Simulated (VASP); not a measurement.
# Ge (Fddd) in VASP: single point with PBEsol

Aim: the single point of Ge with PBEsol.

Program: VASP 6.6.1. These are calculated values, not measurements. Logs are shortened: lines on timing, memory, paths and dates and some standing lists are left out, and cuts for length are marked.

## 1. The cell of the first run

It takes space group Fddd (No. 70, orthorhombic). Conventional cell: a = 2.795 Å, b = 7.145 Å, c = 7.418 Å, α = 90.00°, β = 90.00°, γ = 90.00°. Ge (site symmetry 222) has 10 Ge at 2.67 to 3.32 Å within 3.5 Å.

## 2. Single point, PBEsol (strain +0.0375 x Voigt [0, 0, 0, 0, 0, 1])

INCAR

```
SYSTEM = Ge
  PREC = Accurate
  ENCUT = 520
  EDIFF = 1E-6
  ISMEAR = 0
  SIGMA = 0.15
  LREAL = .FALSE.
  LASPH = .TRUE.
  NELM = 80
  ALGO = Normal
  ISIF = 2
  LWAVE = .FALSE.
  LCHARG = .TRUE.
  GGA = PS
  LELF = .TRUE.
  LVHAR = .TRUE.
  NBANDS = 21
```

KPOINTS

```
Automatic mesh
0
G
  20 20 20
  0 0 0
```

POSCAR

```
Ge
1.0
   -2.5262180368      2.5262180368      1.3974126432
    2.5262180368     -2.5262180368      1.3974126432
    2.6227614012      2.6227614012     -1.3974126432
Ge
2
Direct
    0.2500000000      0.7500000000      0.5000000000
    0.5000000000      0.5000000000      0.0000000000
```

Potentials or basis: VASP PAW PBE potentials, release 64 (Ge_d).

Launch:

```
$ cat potpaw_PBE.64/Ge_d/POTCAR > POTCAR
$ mpirun -np 1 vasp_std > vasp.out
```

OUTCAR:

```text
SYSTEM = Ge
   PREC = Accurate
   ENCUT = 520
   EDIFF = 1E-6
   ISMEAR = 0
   LREAL = .FALSE.
   LASPH = .TRUE.
   NELM = 80
   ISIF = 2
   GGA = PS

 ion  position               nearest neighbor table
   1  0.250  0.750  0.500-   2 2.67   2 2.67   2 2.67   2 2.67
   2  0.500  0.500  0.000-   1 2.67   1 2.67   1 2.67   1 2.67

  LATTYP: Found a face centered orthorhombic cell.
 ALAT       =     2.7948252864
 B/A-ratio  =     2.5565904434
 C/A-ratio  =     2.6542945368

  Lattice vectors:

 A1 = (   5.1489794380,   0.0965433644,   0.0000000000)
 A2 = (   2.6227614012,   2.6227614012,   1.3974126432)
 A3 = (   2.5262180368,  -2.5262180368,   1.3974126432)

Analysis of symmetry for initial positions (statically):
=====================================================================
 Subroutine PRICEL returns:
 Original cell was already a primitive cell.

 Routine SETGRP: Setting up the symmetry group for a
 face centered orthorhombic supercell.

 Subroutine GETGRP returns: Found  8 space group operations
 (whereof  4 operations were pure point group operations)
 out of a pool of  8 trial point group operations.

The static configuration has the point symmetry D_2 .
 The point group associated with its full space group is D_2h.

Analysis of symmetry for dynamics (positions and initial velocities):
=====================================================================
 Subroutine PRICEL returns:
 Original cell was already a primitive cell.

 Routine SETGRP: Setting up the symmetry group for a
 face centered orthorhombic supercell.

 Subroutine GETGRP returns: Found  8 space group operations
 (whereof  4 operations were pure point group operations)
 out of a pool of  8 trial point group operations.

The dynamic configuration has the point symmetry D_2 .
 The point group associated with its full space group is D_2h.

 Subroutine INISYM returns: Found  8 space group operations
 (whereof  4 operations are pure point group operations),
 and found     1 'primitive' translations

----------------------------------------------------------------------------------------

                                     Primitive cell

  volume of cell :      37.0352

  direct lattice vectors                    reciprocal lattice vectors
    -2.526218037  2.526218037  1.397412643    -0.003642779  0.194281546  0.357804119
     2.526218037 -2.526218037  1.397412643     0.194281546 -0.003642779  0.357804119
     2.622761401  2.622761401 -1.397412643     0.190638767  0.190638767  0.000000000

  length of vectors
     3.836185245  3.836185245  3.963649433     0.407163821  0.407163821  0.269603930

  position of ions in fractional coordinates (direct lattice)
     0.250000000  0.750000000  0.500000000
     0.500000000  0.500000000  0.000000000

  ion indices of the primitive-cell ions
   primitive index   ion index
                 1           1
                 2           2

----------------------------------------------------------------------------------------

 KPOINTS: Automatic mesh

Automatic generation of k-mesh.
 Grid dimensions read from file:
 generate k-points for:   20   20   20

 Generating k-lattice:

  Cartesian coordinates                     Fractional coordinates (reciprocal lattice)
    -0.000182139  0.009714077  0.017890206     0.050000000  0.000000000 -0.000000000
     0.009714077 -0.000182139  0.017890206     0.000000000  0.050000000 -0.000000000
     0.009531938  0.009531938  0.000000000     0.000000000  0.000000000  0.050000000

  Length of vectors
     0.020358191  0.020358191  0.013480196

  Shift w.r.t. Gamma in fractional coordinates (k-lattice)
     0.000000000  0.000000000  0.000000000

 Subroutine IBZKPT returns following result:
 ===========================================

 Found   1166 irreducible k-points:

 Following reciprocal coordinates:
            Coordinates               Weight
  0.000000  0.000000  0.000000      1.000000
  0.050000 -0.000000 -0.000000      8.000000
  0.100000 -0.000000  0.000000      8.000000
  0.150000 -0.000000  0.000000      8.000000
  0.200000 -0.000000  0.000000      8.000000
  0.250000 -0.000000  0.000000      8.000000
[... 16 lines left out ...]
 -0.400000  0.050000  0.000000      8.000000
 -0.350000  0.050000  0.000000      8.000000
 [... further k-points ...]
   k-points           NKPTS =   1166   k-points in BZ     NKDIM =   1166   number of bands    NBANDS=     21
   number of dos      NEDOS =    301   number of ions     NIONS =      2
   total plane-waves  NPLWV =  27000
   dimension x,y,z NGX =    30 NGY =   30 NGZ =   30
   dimension x,y,z NGXF=    60 NGYF=   60 NGZF=   60
   ions per type =               2
   NGX,Y,Z   is equivalent  to a cutoff of  13.00, 13.00, 12.58 a.u.
   NGXF,Y,Z  is equivalent  to a cutoff of  26.00, 26.00, 25.17 a.u.
 SYSTEM =  Ge
   PREC   = accura    normal or accurate (medium, high low for compatibility)
   ISTART =      0    job   : 0-new  1-cont  2-samecut
   ICHARG =      2    charge: 1-file 2-atom 10-const
   ISPIN  =      1    spin polarized calculation?
   LNONCOLLINEAR =      F non collinear calculations
   LSORBIT =      F    spin-orbit coupling
   LASPH  =      T    aspherical Exc in radial PAW
   ENCUT  =  520.0 eV  38.22 Ry    6.18 a.u.   7.13  7.13  7.37*2*pi/ulx,y,z
   NELM   =     80;   NELMIN=  2; NELMDL= -5     # of ELM steps
   EDIFF  = 0.1E-05   stopping-criterion for ELM
   LREAL  =      F    real-space projection
   EDIFFG = 0.1E-04   stopping-criterion for IOM
   NSW    =      0    number of steps for IOM
   IBRION =     -1    ionic relax: 0-MD 1-quasi-New 2-CG
   NFREE  =      0    steps in history (QN), initial steepest desc. (CG)
   ISIF   =      2    stress and relaxation
   ISYM   =      2    0-nonsym 1-usesym 2-fastsym
   POTIM  = 0.5000    time-step for ionic-motion
   TEBEG  =    0.0;   TEEND  =   0.0 temperature during run
   PSTRESS=    0.0 pullay stress
   NELECT =      28.0000    total number of electrons
   NUPDOWN=      -1.0000    fix difference up-down
   EMIN   =  10.00;   EMAX   =-10.00  energy-range for DOS
   EFERMI =   0.00;   METHOD = LEGACY
   ISMEAR =     0;   SIGMA  =   0.15  broadening in eV -4-tet -1-fermi 0-gaus
   EFERMI_NEDOS =   21; number of points for ismear=-14 and -15
   IALGO  =     38    algorithm
   IMIX   =      4    mixing-type and parameters
     AMIX     =   0.40;   BMIX     =  1.00
     AMIX_MAG =   1.60;   BMIX_MAG =  1.00
  volume/ion in A,a.u.               =      18.52       124.96
  Fermi-wavevector in a.u.,A,eV,Ry     =   1.491384  2.818307 30.262426  2.224226
  Thomas-Fermi vector in A             =   2.604046
   LORBIT       =      0    0 simple, 1 ext, 2 COOP (PROOUT), +10 PAW based schemes
   GGA     = PS    functional components
   LHFCALC =     F    Hartree Fock is set to
   AEXX    =    0.0000 exact exchange contribution
   IVDW    =     0    specifies the selected vdW correction
   LEPSILON=     F    determine dielectric tensor
   LRPA    =     F    only Hartree local field effects (RPA)
 non-spin polarized calculation
 Gauss-broadening in eV      SIGMA  =   0.15
  energy-cutoff  :      520.00
  volume of cell :       37.04
 maximum number of plane-waves:      1013
 NGX is ok and might be reduce to    30
   NGX = 15   NGY = 15   NGZ = 15

 number of electron      28.0000004 magnetization

 Free energy of the ion-electron system (eV)
  ---------------------------------------------------
  ext. energy  EPLUGINS =         0.00000000
  ---------------------------------------------------
  free energy    TOTEN  =        -9.53124487 eV

  energy without entropy =       -9.52197337  energy(sigma->0) =       -9.52660912

 E-fermi :   6.6457     XC(G=0): -11.4718

 val. band max:        6.6446755481   @ k =   0.3500   0.1000   0.0500
 cond. band min:       6.6480160242   @ k =  -0.3000   0.0000   0.1000
 fundamental gap:      0.0033404761
 Fermi energy:         6.6456965180

 k-point     1 :       0.0000    0.0000    0.0000
  band No.  band energies     occupation
      1     -18.0093      2.00000
      2     -17.9646      2.00000
      3     -17.9355      2.00000
      4     -17.9306      2.00000
      5     -17.8267      2.00000
      6     -17.8253      2.00000
[... 13 lines left out ...]
     20      18.2470      0.00000
     21      19.2132      0.00000

 k-point     2 :       0.0500   -0.0000   -0.0000
  band No.  band energies     occupation
      1     -18.0083      2.00000
      2     -17.9611      2.00000
      3     -17.9335      2.00000
      4     -17.9270      2.00000
      5     -17.8294      2.00000
      6     -17.8286      2.00000
[... 13 lines left out ...]
     20      18.2947      0.00000
     21      19.4545      0.00000

 k-point     3 :       0.1000   -0.0000    0.0000
  band No.  band energies     occupation
      1     -18.0054      2.00000
      2     -17.9513      2.00000
      3     -17.9291      2.00000
      4     -17.9159      2.00000
      5     -17.8362      2.00000
      6     -17.8343      2.00000
[... 13 lines left out ...]
     20      17.9984      0.00000
     21      18.5276      0.00000

 k-point     4 :       0.1500   -0.0000    0.0000
  band No.  band energies     occupation
      1     -18.0004      2.00000
      2     -17.9367      2.00000
      3     -17.9229      2.00000
      4     -17.8999      2.00000
      5     -17.8456      2.00000
      6     -17.8386      2.00000
[... 13 lines left out ...]
     20      17.0676      0.00000
     21      17.6163      0.00000

 k-point     5 :       0.2000   -0.0000    0.0000
  band No.  band energies     occupation
      1     -17.9937      2.00000
      2     -17.9205      2.00000
      3     -17.9155      2.00000
      4     -17.8851      2.00000
      5     -17.8561      2.00000
      6     -17.8380      2.00000
[... 13 lines left out ...]
     20      16.1984      0.00000
     21      17.2768      0.00000
[... 382 lines left out ...]
     20      18.0665      0.00000
     21      19.1483      0.00000

 k-point    22 :      -0.4500    0.0500   -0.0000
  band No.  band energies     occupation
      1     -17.9648      2.00000
      2     -17.9148      2.00000
      3     -17.9095      2.00000
      4     -17.8878      2.00000
      5     -17.8604      2.00000
      6     -17.8567      2.00000
[... 13 lines left out ...]
     20      17.4896      0.00000
     21      18.9354      0.00000

 k-point    23 :      -0.4000    0.0500    0.0000
  band No.  band energies     occupation
      1     -17.9689      2.00000
      2     -17.9064      2.00000
      3     -17.9032      2.00000
      4     -17.8920      2.00000
      5     -17.8649      2.00000
      6     -17.8517      2.00000
[... 13 lines left out ...]
     20      16.2440      0.00000
     21      18.2305      0.00000

 k-point    24 :      -0.3500    0.0500    0.0000
  band No.  band energies     occupation
      1     -17.9744      2.00000
      2     -17.9038      2.00000
      3     -17.8987      2.00000
      4     -17.8920      2.00000
      5     -17.8669      2.00000
      6     -17.8454      2.00000
[... 13 lines left out ...]
     20      15.5552      0.00000
     21      17.6266      0.00000

 [... further k-points ...]
[... 5 lines left out ...]
  --------------------------------------------------------------------------------------
  -------------------------------------------------------------------------------------
  Total       -0.2342142     -0.2342142     -0.0324191     -0.4523080      0.0000000      0.0000000
  in kB      -10.1323359    -10.1323359     -1.4024840    -19.5672857      0.0000000      0.0000000
  external PRESSURE =      -7.2223852 kB  Pullay stress =       0.0000000 kB

 VOLUME and BASIS-vectors are now :
 -----------------------------------------------------------------------------
  energy-cutoff  :      520.00
  volume of cell :       37.04
      direct lattice vectors                 reciprocal lattice vectors
    -2.526218037  2.526218037  1.397412643    -0.003642779  0.194281546  0.357804119
     2.526218037 -2.526218037  1.397412643     0.194281546 -0.003642779  0.357804119
     2.622761401  2.622761401 -1.397412643     0.190638767  0.190638767  0.000000000

 POSITION                                       TOTAL-FORCE (eV/Angst)
 -----------------------------------------------------------------------------------
      2.57449      0.04827      0.69871        -0.000000      0.000000     -0.000000
      0.00000      0.00000      1.39741         0.000000     -0.000000      0.000000
 -----------------------------------------------------------------------------------
    total drift:                                0.000000     -0.000000      0.000000

  FREE ENERGIE OF THE ION-ELECTRON SYSTEM (eV)
  ---------------------------------------------------
  free  energy   TOTEN  =        -9.5312448700 eV

  energy  without entropy=       -9.5219733676  energy(sigma->0) =       -9.52660912
```

It took 10 min on 1 thread of Oxide Virtual Turin-like, shared host; peak memory 0.71 GiB.

Results:

- Free energy: -9.5312 eV
- Pressure: -0.7 GPa
- Band gap on the k mesh: zero (band 14 reaches 8.58 eV, above the bottom of band 15 at 3.25 eV)

Caveat: the cell differs from its parent crystal (strain +0.0375 x Voigt [0, 0, 0, 0, 0, 1]); the PAW data sets were made with another functional, which shifts forces and pressure a little.
